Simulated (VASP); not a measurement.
AgCl:

```
Ag Cl
1.0
     4.51840    0.00000    0.00000
    -2.25920    3.91305    0.00000
     0.00000    0.00000    5.72303
Ag Cl
2 2
Direct
  0.33333 0.66667 0.25000
  0.66667 0.33333 0.75000
  0.66667 0.33333 0.25000
  0.33333 0.66667 0.75000
```

Base run:

- Program: VASP 6.6.1
- Functional: r2SCAN
- Potentials or basis: VASP PAW PBE potentials, release 64 (Ag, Cl)
- Cutoff: 520 eV
- k mesh: 6 × 6 × 4
- Occupations: gaussian, width 0.01 eV
- Spin: no spin polarisation

Its results: band gap on the k mesh 1.77 eV, indirect (least direct gap 1.78 eV); pressure -0.1 GPa.

Q: The run is repeated on the same cell with these changes: functional from r2SCAN to PBE; occupations from gaussian, width 0.01 eV to fermi-dirac, width 0.02 eV. What comes out?

A: Band gap on the k mesh 1.36 eV, indirect (least direct gap 1.39 eV); pressure 1.1 GPa.

Caveats: the PAW data sets were made with another functional, which shifts forces and pressure a little (some runs).

A k mesh can miss the band edges.
